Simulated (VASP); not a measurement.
Zr: single point with PBEsol

Crystal: Zr.

```
Zr
1.0
    -1.84620    1.81000    1.81000
     1.81000   -1.84620    1.81000
     1.81000    1.81000   -1.84620
Zr
1
Direct
  0.00000 0.00000 0.00000
```

This cell differs from its parent crystal: equal xy, yz and zx shear strains of -2 %.

| Quantity | Value |
| --- | --- |
| Program | VASP 6.6.1 |
| Task | single point |
| Functional | PBEsol |
| Potentials or basis | VASP PAW PBE potentials, release 64 (Zr_sv) |
| Cutoff | 520 eV |
| k mesh | 14 × 14 × 14 |
| Occupations | fermi-dirac, width 0.08 eV |
| Spin | no spin polarisation |
| Dipole correction | no |
| Further INCAR settings | ALGO = Normal; EDIFF = 1e-07; NBANDS = 12 |

* Pressure: -6.6 GPa
* Band gap on the k mesh: zero (bands 6 and 7 overlap by 1.57 eV)

Stress tensor (GPa, compression positive):
```
-6.61  0.47  0.47
 0.47 -6.61  0.47
 0.47  0.47 -6.61
```

Levels at points of the mesh, in eV from the Fermi level:
```csv
k point,band 4,band 5,band 6,band 7,band 8,band 9
"(0.00, 0.00, 0.00)",-25.94,-5.35,0.85,1.22,1.22,3.57
"(0.50, 0.00, 0.00)",-26.00,-2.72,-0.60,1.66,3.43,4.06
"(0.50, 0.50, 0.00)",-25.97,-2.74,-0.68,1.41,3.63,4.30
"(0.50, 0.50, 0.50)",-26.59,-2.45,-2.45,5.40,5.40,5.83
```

Wall time 47 s on 1 thread of Intel(R) Xeon(R) Platinum 8259CL CPU @ 2.50GHz (Skylake/Cascade Lake) (shared host), peak memory 0.19 GiB.

Caveat: the cell differs from its parent crystal (equal xy, yz and zx shear strains of -2 %); the cell stands under tension; the PAW data sets were made with another functional, which shifts forces and pressure a little.
